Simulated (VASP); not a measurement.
# As2Se (I4_1/amd) in VASP: notebook

As2Se is run at these levels: PBEsol; tasks: relaxation of shape and atoms at fixed volume.

Everything below comes from runs of VASP 6.6.1. Logs are shortened: lines on timing, memory, paths and dates and some standing lists are left out, and cuts for length are marked.

## 1. The cell of the first run

Symmetry: I4_1/amd, No. 141, tetragonal system. The conventional cell has a = 7.009 Å, b = 7.009 Å, c = 5.283 Å, α = 90.00°, β = 90.00°, γ = 90.00°. Within 3.8 Å of As (site symmetry 2/m) lie 4 Se at 2.64 to 3.74 Å and 6 As at 2.81 to 3.50 Å. Se (site symmetry -4m2) has 4 As at 2.64 Å within 3.5 Å.

## 2. Relaxation of shape and atoms at fixed volume, PBEsol (21.63 Å³/atom)

File INCAR:

```
SYSTEM = As2Se
  PREC = Accurate
  ENCUT = 600
  EDIFF = 1E-6
  ISMEAR = 0
  SIGMA = 0.1
  LREAL = .False.
  LASPH = .True.
  NELM = 100
  ALGO = Fast
  ISIF = 4
  LWAVE = .False.
  LCHARG = .False.
  GGA = PS
  IBRION = 2
  NSW = 50
  EDIFFG = -0.01
```

File KPOINTS:

```
Automatic mesh
0
Gamma
  8 8 8
  0 0 0
```

File POSCAR:

```
As2Se
1.0
   -3.5043501700      3.5043501700      2.6415388768
    3.5043501700     -3.5043501700      2.6415388768
    3.5043501700      3.5043501700     -2.6415388768
As Se
4 2
Direct
    0.8750000000      0.1250000000      0.7500000000
    0.3750000000      0.1250000000      0.2500000000
    0.8750000000      0.6250000000      0.7500000000
    0.8750000000      0.1250000000      0.2500000000
    0.5000000000      0.5000000000      0.0000000000
    0.2500000000      0.7500000000      0.5000000000
```

Potentials or basis: VASP PAW PBE potentials, release 64 (As, Se).

Command:

```sh
$ cat potpaw_PBE.64/As/POTCAR potpaw_PBE.64/Se/POTCAR > POTCAR
$ mpirun -np 1 vasp_std > vasp.out
```

OUTCAR:

```text
SYSTEM = As2Se
   PREC = Accurate
   ENCUT = 600
   EDIFF = 1E-6
   ISMEAR = 0
   LREAL = .False.
   LASPH = .True.
   NELM = 100
   ISIF = 4
   GGA = PS
   IBRION = 2
   NSW = 50
   EDIFFG = -0.01

 ion  position               nearest neighbor table
   1  0.875  0.125  0.750-   5 2.64   6 2.64   4 2.81   4 2.81   3 2.81   3 2.81
   2  0.375  0.125  0.250-   5 2.64   6 2.64   3 2.81   4 2.81   4 2.81   3 2.81
   3  0.875  0.625  0.750-   5 2.64   6 2.64   1 2.81   2 2.81   1 2.81   2 2.81
   4  0.875  0.125  0.250-   6 2.64   5 2.64   2 2.81   1 2.81   1 2.81   2 2.81
   5  0.500  0.500  0.000-   2 2.64   3 2.64   4 2.64   1 2.64
   6  0.250  0.750  0.500-   2 2.64   3 2.64   1 2.64   4 2.64

  LATTYP: Found a body centered tetragonal cell.
 ALAT       =     7.0087003400
 C/A-ratio  =     0.7537885053

  Lattice vectors:

 A1 = (  -3.5043501700,   3.5043501700,   2.6415388768)
 A2 = (   3.5043501700,  -3.5043501700,   2.6415388768)
 A3 = (   3.5043501700,   3.5043501700,  -2.6415388768)

Analysis of symmetry for initial positions (statically):
=====================================================================
 Subroutine PRICEL returns:
 Original cell was already a primitive cell.

 Routine SETGRP: Setting up the symmetry group for a
 body centered tetragonal supercell.

 Subroutine GETGRP returns: Found 16 space group operations
 (whereof  8 operations were pure point group operations)
 out of a pool of 16 trial point group operations.

The static configuration has the point symmetry D_2d.
 The point group associated with its full space group is D_4h.

Analysis of symmetry for dynamics (positions and initial velocities):
=====================================================================
 Subroutine PRICEL returns:
 Original cell was already a primitive cell.

 Routine SETGRP: Setting up the symmetry group for a
 body centered tetragonal supercell.

 Subroutine GETGRP returns: Found 16 space group operations
 (whereof  8 operations were pure point group operations)
 out of a pool of 16 trial point group operations.

The dynamic configuration has the point symmetry D_2d.
 The point group associated with its full space group is D_4h.

 Subroutine INISYM returns: Found 16 space group operations
 (whereof  8 operations are pure point group operations),
 and found     1 'primitive' translations

----------------------------------------------------------------------------------------

                                     Primitive cell

  volume of cell :     129.7574

  direct lattice vectors                    reciprocal lattice vectors
    -3.504350170  3.504350170  2.641538877     0.000000000  0.142679805  0.189283604
     3.504350170 -3.504350170  2.641538877     0.142679805  0.000000000  0.189283604
     3.504350170  3.504350170 -2.641538877     0.142679805  0.142679805  0.000000000

  length of vectors
     5.615929831  5.615929831  5.615929831     0.237035461  0.237035461  0.201779716

  position of ions in fractional coordinates (direct lattice)
     0.875000000  0.125000000  0.750000000
     0.375000000  0.125000000  0.250000000
     0.875000000  0.625000000  0.750000000
     0.875000000  0.125000000  0.250000000
     0.500000000  0.500000000  0.000000000
     0.250000000  0.750000000  0.500000000

  ion indices of the primitive-cell ions
   primitive index   ion index
                 1           1
                 2           2
                 3           3
                 4           4
                 5           5
                 6           6

----------------------------------------------------------------------------------------

 KPOINTS: Automatic mesh

Automatic generation of k-mesh.
 Grid dimensions read from file:
 generate k-points for:    8    8    8

 Generating k-lattice:

  Cartesian coordinates                     Fractional coordinates (reciprocal lattice)
     0.000000000  0.017834976  0.023660451     0.125000000  0.000000000  0.000000000
     0.017834976  0.000000000  0.023660451     0.000000000  0.125000000  0.000000000
     0.017834976  0.017834976  0.000000000     0.000000000  0.000000000  0.125000000

  Length of vectors
     0.029629433  0.029629433  0.025222464

  Shift w.r.t. Gamma in fractional coordinates (k-lattice)
     0.000000000  0.000000000  0.000000000

 Subroutine IBZKPT returns following result:
 ===========================================

 Found     59 irreducible k-points:

 Following reciprocal coordinates:
            Coordinates               Weight
  0.000000  0.000000  0.000000      1.000000
  0.125000 -0.000000  0.000000      8.000000
  0.250000 -0.000000  0.000000      8.000000
  0.375000 -0.000000  0.000000      8.000000
  0.500000 -0.000000  0.000000      4.000000
  0.125000  0.125000  0.000000      8.000000
[... 16 lines left out ...]
  0.250000  0.125000  0.125000     16.000000
  0.375000  0.125000  0.125000      8.000000
 [... further k-points ...]
   k-points           NKPTS =     59   k-points in BZ     NKDIM =     59   number of bands    NBANDS=     20
   number of dos      NEDOS =    301   number of ions     NIONS =      6
   total plane-waves  NPLWV = 110592
   dimension x,y,z NGX =    48 NGY =   48 NGZ =   48
   dimension x,y,z NGXF=    96 NGYF=   96 NGZF=   96
   ions per type =               4   2
   NGX,Y,Z   is equivalent  to a cutoff of  14.21, 14.21, 14.21 a.u.
   NGXF,Y,Z  is equivalent  to a cutoff of  28.42, 28.42, 28.42 a.u.
 SYSTEM =  As2Se
   PREC   = accura    normal or accurate (medium, high low for compatibility)
   ISTART =      0    job   : 0-new  1-cont  2-samecut
   ICHARG =      2    charge: 1-file 2-atom 10-const
   ISPIN  =      1    spin polarized calculation?
   LNONCOLLINEAR =      F non collinear calculations
   LSORBIT =      F    spin-orbit coupling
   LASPH  =      T    aspherical Exc in radial PAW
   ENCUT  =  600.0 eV  44.10 Ry    6.64 a.u.  11.22 11.22 11.22*2*pi/ulx,y,z
   NELM   =    100;   NELMIN=  2; NELMDL= -5     # of ELM steps
   EDIFF  = 0.1E-05   stopping-criterion for ELM
   LREAL  =      F    real-space projection
   EDIFFG = -.1E-01   stopping-criterion for IOM
   NSW    =     50    number of steps for IOM
   IBRION =      2    ionic relax: 0-MD 1-quasi-New 2-CG
   NFREE  =      1    steps in history (QN), initial steepest desc. (CG)
   ISIF   =      4    stress and relaxation
   ISYM   =      2    0-nonsym 1-usesym 2-fastsym
   POTIM  = 0.5000    time-step for ionic-motion
   TEBEG  =    0.0;   TEEND  =   0.0 temperature during run
   PSTRESS=    0.0 pullay stress
   NELECT =      32.0000    total number of electrons
   NUPDOWN=      -1.0000    fix difference up-down
   EMIN   =  10.00;   EMAX   =-10.00  energy-range for DOS
   EFERMI =   0.00;   METHOD = LEGACY
   ISMEAR =     0;   SIGMA  =   0.10  broadening in eV -4-tet -1-fermi 0-gaus
   EFERMI_NEDOS =   21; number of points for ismear=-14 and -15
   IALGO  =     68    algorithm
   IMIX   =      4    mixing-type and parameters
     AMIX     =   0.40;   BMIX     =  1.00
     AMIX_MAG =   1.60;   BMIX_MAG =  1.00
  volume/ion in A,a.u.               =      21.63       145.94
  Fermi-wavevector in a.u.,A,eV,Ry     =   1.026630  1.940050 14.340135  1.053970
  Thomas-Fermi vector in A             =   2.160533
   LORBIT       =      0    0 simple, 1 ext, 2 COOP (PROOUT), +10 PAW based schemes
   GGA     = PS    functional components
   LHFCALC =     F    Hartree Fock is set to
   AEXX    =    0.0000 exact exchange contribution
   IVDW    =     0    specifies the selected vdW correction
   LEPSILON=     F    determine dielectric tensor
   LRPA    =     F    only Hartree local field effects (RPA)
 conjugate gradient relaxation of ions
 non-spin polarized calculation
 RMM-DIIS sequential band-by-band and
 Gauss-broadening in eV      SIGMA  =   0.10
  energy-cutoff  :      600.00
  volume of cell :      129.76
 maximum number of plane-waves:      4350
 NGX is ok and might be reduce to    48
   NGX = 23   NGY = 23   NGZ = 23

--------------------------------------- Ionic step        1  -------------------------------------------

 number of electron      32.0000000 magnetization

 Free energy of the ion-electron system (eV)
  ---------------------------------------------------
  ext. energy  EPLUGINS =         0.00000000
  ---------------------------------------------------
  free energy    TOTEN  =       -27.85765143 eV

  energy without entropy =      -27.84546821  energy(sigma->0) =      -27.85155982

------------------------ aborting loop because EDIFF is reached ----------------------------------------

  FORCE on cell =-STRESS in cart. coord.  units (eV):
  Direction    XX          YY          ZZ          XY          YZ          ZX
  --------------------------------------------------------------------------------------
  -------------------------------------------------------------------------------------
  Total       -1.4831361     -1.4831361     -2.0094307      0.0000000     -0.0000000      0.0000000
  in kB      -18.3130042    -18.3130042    -24.8114199      0.0000000     -0.0000000      0.0000000
  external PRESSURE =     -20.4791428 kB  Pullay stress =       0.0000000 kB
[... 65 lines left out ...]
  energy  without entropy=      -27.8467727461  energy(sigma->0) =      -27.85277336

--------------------------------------- Ionic step        3  -------------------------------------------

 number of electron      32.0000000 magnetization

 Free energy of the ion-electron system (eV)
  ---------------------------------------------------
  ext. energy  EPLUGINS =         0.00000000
  ---------------------------------------------------
  free energy    TOTEN  =       -27.85914797 eV

  energy without entropy =      -27.84724625  energy(sigma->0) =      -27.85319711

 E-fermi :   4.8509     XC(G=0): -10.1623

 val. band max:        4.8412057859   @ k =   0.5000   0.5000   0.1250
 cond. band min:       4.8595960012   @ k =  -0.2500   0.5000   0.2500
 fundamental gap:      0.0183902153
 Fermi energy:         4.8508688342

 k-point     1 :       0.0000    0.0000    0.0000
  band No.  band energies     occupation
      1     -10.3918      2.00000
      2      -8.1650      2.00000
      3      -5.5919      2.00000
      4      -5.5919      2.00000
      5      -5.5583      2.00000
      6      -3.8904      2.00000
[... 12 lines left out ...]
     19       7.9064      0.00000
[... 513 lines left out ...]
      4      -6.9039      2.00000
      5      -4.8570      2.00000
      6      -3.3263      2.00000
[... 12 lines left out ...]
     19       6.7769      0.00000
     20       7.3814      0.00000

 [... further k-points ...]
[... 5 lines left out ...]
  --------------------------------------------------------------------------------------
  -------------------------------------------------------------------------------------
  Total       -1.5447955     -1.5447955     -1.5700426      0.0000000      0.0000000      0.0000000
  in kB      -19.0743434    -19.0743434    -19.3860809      0.0000000      0.0000000      0.0000000
  external PRESSURE =     -19.1782559 kB  Pullay stress =       0.0000000 kB
[... 21 lines left out ...]
  FREE ENERGIE OF THE ION-ELECTRON SYSTEM (eV)
  ---------------------------------------------------
  free  energy   TOTEN  =       -27.8591479675 eV

  energy  without entropy=      -27.8472462533  energy(sigma->0) =      -27.85319711

 reached required accuracy - stopping structural energy minimisation
```

It took 15 min on 1 thread of Oxide Virtual Turin-like, shared host; peak memory 0.41 GiB.

What came out:

```
Free energy               : -27.8591 eV
Energy gained by relaxing : 0.2 meV/atom
Ionic steps               : 3
Pressure after relaxing   : -1.9 GPa
Band gap on the k mesh    : zero (bands 16 and 17 overlap by 0.42 eV)
```

Step by step:
```
step  energy change (eV)  largest force (eV/Å)  pressure (GPa)  volume (Å³)
   1              0.0000                0.0000           -2.05       129.76
   2             -0.0011                0.0000           -1.98       129.76
   3             -0.0015                0.0000           -1.92       129.76
```

Final structure:
```xyz
6
Lattice="-3.5137 3.5137 2.6274 3.5137 -3.5137 2.6274 3.5137 3.5137 -2.6274" Properties=species:S:1:pos:R:3 pbc="T T T"
As    0.0000    5.2706    0.6569
As    0.0000    1.7569    0.6569
As    1.7569    3.5137    1.9706
As   -1.7569    3.5137    1.9706
Se    0.0000    0.0000    2.6274
Se    3.5137    0.0000    1.3137
```

Levels at points of the mesh, in eV from the Fermi level:
| k point | band 13 | band 14 | band 15 | band 16 | band 17 | band 18 | band 19 | band 20 |
| --- | --- | --- | --- | --- | --- | --- | --- | --- |
| (0.00, 0.00, 0.00) | -2.95 | -2.76 | -2.76 | -1.08 | 2.41 | 3.06 | 3.06 | 3.31 |
| (0.50, 0.00, 0.00) | -1.80 | -1.48 | -0.51 | -0.01 | 0.19 | 0.50 | 1.50 | 2.62 |
| (0.50, 0.50, 0.00) | -1.38 | -1.38 | -1.19 | -1.19 | -0.07 | -0.07 | 1.84 | 1.84 |
| (0.50, 0.50, 0.50) | -0.70 | -0.70 | -0.36 | -0.36 | 0.29 | 0.29 | 0.44 | 0.44 |

Caveat: the PAW data sets were made with another functional, which shifts forces and pressure a little.

[end of part 1 of 2]

The gap in the log of VASP goes by the Fermi energy; the results here count the filled bands.